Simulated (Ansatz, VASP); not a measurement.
CdI2 in VASP and in Ansatz

File INCAR:

```
ALGO     = Normal         # electronic algorithm
EDIFF    = 1E-8           # SCF threshold, eV
ENCUT    = 400            # plane-wave cutoff, eV
GGA      = PS             # functional
GGA_COMPAT= False        
ISIF     = 2              # what is computed and relaxed
ISMEAR   = -1             # smearing method
LASPH    = True           # aspherical terms in the spheres
LCHARG   = False          # write CHGCAR
LEFG     = True         
LREAL    = False          # projectors in reciprocal space
LWAVE    = False          # write WAVECAR
NBANDS   = 20             # bands
NELM     = 120            # most SCF steps
PREC     = Accurate       # precision mode
SIGMA    = 0.03           # smearing width, eV
```

KPOINTS

```
k-points
0
Gamma
  8 8 5
```

POSCAR

```
CdI2
1.0
    4.2721059889      0.0000000000      0.0000000000
   -2.1360529944      3.6997523140      0.0000000000
    0.0000000000      0.0000000000      6.9044251649
Cd I
1 2
Direct
    0.0000000000      0.0000000000      0.0000000000
    0.3333333333      0.6666666667      0.2492000000
    0.6666666667      0.3333333333      0.7508000000
```

Input for Ansatz:

```yaml
crystal:
  lattice:
    - [4.2721059889, 0.0, 0.0]
    - [-2.1360529944, 3.699752314, 0.0]
    - [0.0, 0.0, 6.9044251649]
  atoms:
    - { symbol: Cd, position: [0.0, 0.0, 0.0] }
    - { symbol: I, position: [0.3333333333, 0.6666666667, 0.2492] }
    - { symbol: I, position: [0.6666666667, 0.3333333333, 0.7508] }
kpoints:
  mp_grid: { grid: [8, 8, 5] }
scf:
  occupations: { method: fermi_dirac, width: 0.03 }
hamiltonian:
  xc: pbesol
  pseudopotentials: { kind: all_electron, datasets: crystal }
output:
  forces: true
  stress: true
  eigenvalues: true
  efg: { contact_densities: true }
```

Change from the starting cell: volume scaled by 1.02, crystal datasets.

Alike in both runs: task electric field gradients; functional PBEsol; k mesh 8 × 8 × 5; occupations fermi-dirac, width 0.03 eV; no spin polarisation.

```csv
,VASP,Ansatz
version,VASP 6.6.1,Ansatz 0.2.0
potentials or method,"VASP PAW PBE potentials, release 64 (Cd, I), cutoff 400 eV","all-electron PAW with datasets made for the crystal, scalar-relativistic"
```

Ansatz gave:

* gap on the k mesh at the Fermi level (eV): 2.28
* pressure (GPa): -1.0
* traceless stress, the component that is largest in VASP (GPa): 0.14
* rms of the force components (eV/Å): 0.093
* size of Vzz on the site where it differs most (V/Å²): 57.2

**Question.** What did VASP give for the same quantities?

**Answer.** gap on the k mesh at the Fermi level (eV): 2.27; pressure (GPa): -1.1; traceless stress, the component that is largest in VASP (GPa): 0.13; rms of the force components (eV/Å): 0.083; size of Vzz on the site where it differs most (V/Å²): 55.7.

VASP's potentials were made for PBE, not for PBEsol. Atom by atom the forces differ by 0.011 eV/Å (rms over components). Ansatz ran all-electron here, and VASP with PAW potentials.

Neither program's run includes spin-orbit coupling.
